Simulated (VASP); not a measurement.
Set up this calculation in VASP 6.6.1, as the native input.

- Task: single point
- Functional: r2SCAN
- Potentials or basis: VASP PAW PBE potentials, release 64 (La, O)
- Cutoff: 520 eV
- k mesh: 5 × 5 × 8
- Occupations: fermi-dirac, width 0.05 eV
- Spin: no spin polarisation
- Dipole correction: no
- Further INCAR settings: ALGO = Normal; EDIFF = 1e-06; NBANDS = 28

Crystal: La2O3.

```xyz
5
Lattice="6.3703 0.0000 0.0000 -3.1851 5.5168 0.0000 0.0000 0.0000 3.2899" Properties=species:S:1:pos:R:3 pbc="T T T"
La    3.1851    1.8389    1.6387
La    0.0000    3.6779    1.6512
O     3.2145    0.0000    0.0000
O    -1.6072    2.7838    0.0000
O     1.5779    2.7330    0.0000
```

One way to write it, as run:

POSCAR

```
La2O3
1.0
    6.3702727145      0.0000000000      0.0000000000
   -3.1851363572      5.5168179998      0.0000000000
    0.0000000000      0.0000000000      3.2898942108
La O
2 3
Direct
    0.6666666667      0.3333333333      0.4981030000
    0.3333333333      0.6666666667      0.5018970000
    0.5046070000      0.0000000000      0.0000000000
    0.0000000000      0.5046070000      0.0000000000
    0.4953930000      0.4953930000      0.0000000000
```

INCAR.step1

```
PREC = Accurate
ENCUT = 520
ISMEAR = -1
SIGMA = 0.05
LREAL = False
LASPH = True
NELM = 80
NBANDS = 28
GGA = PE
ALGO = Normal
EDIFF = 1E-4
LWAVE = True
LCHARG = False
```

INCAR.step2

```
PREC = Accurate
ENCUT = 520
EDIFF = 1E-6
ISMEAR = -1
SIGMA = 0.05
LREAL = False
LASPH = True
NELM = 80
ALGO = Normal
ISIF = 2
LWAVE = False
LCHARG = False
METAGGA = R2SCAN
LMIXTAU = True
NBANDS = 28
ISTART = 1
```

KPOINTS

```
regular mesh
0
Gamma
  5 5 8
```

Potentials or basis: VASP PAW PBE potentials, release 64 (La, O).

Run with:

```sh
$ cat potpaw_PBE.64/La/POTCAR potpaw_PBE.64/O/POTCAR > POTCAR
$ cp INCAR.step1 INCAR
$ mpirun -np 1 vasp_std > vasp.out
$ cp INCAR.step2 INCAR
$ mpirun -np 1 vasp_std > vasp.out
```

It gave:

```
Pressure               : -1.2 GPa
Largest force          : 0.039 eV/Å
Band gap on the k mesh : 1.99 eV (least direct gap 2.45 eV)
```

Caveat: the PAW data sets were made with another functional, which shifts forces and pressure a little; spin-orbit coupling is left out, which moves the levels of the heavy elements; an odd mesh through Γ misses points on the zone boundary, where band edges can lie.

It took 4.6 min on 1 thread of Intel(R) Xeon(R) Platinum 8488C (Sapphire Rapids), with other jobs on the host, peak memory 0.3 GiB.
